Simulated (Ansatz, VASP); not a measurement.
# Two plane-wave programs on Si3Br

Contents of INCAR:

```
SYSTEM = Si3Br
PREC = Accurate
ENCUT = 600
EDIFF = 1E-7
ISMEAR = 0
SIGMA = 0.1
LREAL = .FALSE.
LASPH = .TRUE.
NELM = 80
ALGO = Normal
ISIF = 3
LWAVE = .FALSE.
LCHARG = .FALSE.
GGA = PE
IBRION = 2
NSW = 90
EDIFFG = -0.04
```

Contents of KPOINTS:

```
Automatic mesh
0
G
  4 4 4
  0 0 0
```

POSCAR

```
Si3Br
1.0
    4.3965365800      0.0000000000      0.0000000000
    0.0000000000      4.3965365800      0.0000000000
    0.0000000000      0.0000000000      4.3965365800
Si Br
3 1
Direct
    0.5000000000      0.0000000000      0.0000000000
    0.0000000000      0.5000000000      0.0000000000
    0.0000000000      0.0000000000      0.5000000000
    0.5000000000      0.5000000000      0.5000000000
```

Input for Ansatz:

```yaml
crystal:
  lattice:
    - [4.39653658, 0.0, 0.0]
    - [0.0, 4.39653658, 0.0]
    - [0.0, 0.0, 4.39653658]
  atoms:
    - { symbol: Si, position: [0.5, 0.0, 0.0] }
    - { symbol: Si, position: [0.0, 0.5, 0.0] }
    - { symbol: Si, position: [0.0, 0.0, 0.5] }
    - { symbol: Br, position: [0.5, 0.5, 0.5] }
basis:
  ecutwfc: 420
kpoints:
  mp_grid: { grid: [4, 4, 4] }
hamiltonian:
  xc: pbe
scf:
  occupations: { method: gaussian, width: 0.1 }
  lower_state_search: "off"
output:
  forces: true
  stress: true
  eigenvalues: true
relax:
  adjacent_minimum: "off"
  f_tol: 0.04
  max_steps: 70
  cell: { stress_tol: 0.4 }
```

Alike in both runs: task relaxation of cell and atoms; functional PBE; k mesh 4 × 4 × 4; occupations gaussian, width 0.1 eV; no spin polarisation.

|  | VASP | Ansatz |
| --- | --- | --- |
| version | VASP 6.6.1 | Ansatz 0.2.0 |
| potentials or method | VASP PAW PBE potentials, release 64 (Si, Br), cutoff 600 eV | scalar-relativistic, plane waves, PAW |
| valence electrons in the cell | 19 | 19 |

VASP gave:

* gap on the k mesh at the Fermi level, each at its own relaxed structure (eV): none
* relaxed volume (Å³/atom): 19.10
* relaxed cell length with the largest relative difference (Å): 4.243

Problem. What did Ansatz give for the same quantities?

Solution. gap on the k mesh at the Fermi level, each at its own relaxed structure (eV): none; relaxed volume (Å³/atom): 19.00; relaxed cell length with the largest relative difference (Å): 4.236.

A gap of «none» marks a metal or a gap that the smearing closes.
